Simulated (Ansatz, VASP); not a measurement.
CaS: VASP beside Ansatz

```
Ca S
1.0
     0.00000    2.85237    2.85237
     2.85237    0.00000    2.85237
     2.85237    2.85237    0.00000
Ca S
1 1
Direct
  0.00000 0.00000 0.00000
  0.50000 0.50000 0.50000
```

Alike in both runs: task single point; functional PBE; k mesh 4 × 4 × 4; occupations tetrahedron; no spin polarisation.

```csv
,VASP,Ansatz
version,VASP 6.6.1,Ansatz 0.2.0
potentials or method,"VASP PAW PBE potentials, release 64 (Ca_sv, S), cutoff 500 eV","scalar-relativistic, plane waves, PAW"
valence electrons in the cell,16,16
```

|  | VASP | Ansatz | Ansatz less VASP |
| --- | --- | --- | --- |
| gap on the k mesh at the Fermi level (eV) | 2.36 | 2.37 | +0.005 |
| least direct gap on the mesh (eV) | 3.16 | 3.17 | +0.005 |
| pressure (GPa) | 0.5 | 0.3 | -0.15 |

Ansatz's warnings: band table not solved further, tetrahedron derivatives may miss energy slope.

The k mesh is coarse, so the values compare programs but aren't converged.
